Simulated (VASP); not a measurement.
Here is a VASP 6.6.1 calculation.

INCAR

```
SYSTEM = Al3H
PREC = Accurate ; ENCUT = 520
EDIFF = 1E-6 ; ISMEAR = 0
SIGMA = 0.1 ; LREAL = .FALSE.
LASPH = .TRUE. ; NELM = 60
ALGO = Normal ; ISIF = 2
LWAVE = .FALSE. ; LCHARG = .TRUE.
LDIPOL = .TRUE. ; IDIPOL = 3
DIPOL = 0.5 0.5 0.350 ; GGA = PE
LELF = .TRUE. ; LVHAR = .TRUE.
LVACPOTAV = .TRUE. ; NBANDS = 13
```

File KPOINTS:

```
Automatic mesh
0
G
  9 9 1
  0 0 0
```

File POSCAR:

```
Al3H
1.0
    2.8567582918      0.0000000000      0.0000000000
    0.0000000000      2.8567582918      0.0000000000
    0.0000000000      0.0000000000     19.6746954375
Al H
3 1
Direct
    0.5000000000      0.5000000000      0.2033068320
    0.0000000000      0.0000000000      0.3092728611
    0.5000000000      0.5000000000      0.4154928580
    0.5000000000      1.0000000000      0.4707513014
```

Potentials or basis: VASP PAW PBE potentials, release 64 (Al, H).

The run is started by

```sh
$ cat potpaw_PBE.64/Al/POTCAR potpaw_PBE.64/H/POTCAR > POTCAR
$ mpirun -np 1 vasp_std > vasp.out
```

(1) Estimate the largest force.

(2) Estimate the band gap on the k mesh.

Answers

(1) 0.098 eV/Å.

(2) zero (band 5 reaches 1.18 eV, above the bottom of band 6 at -1.08 eV).
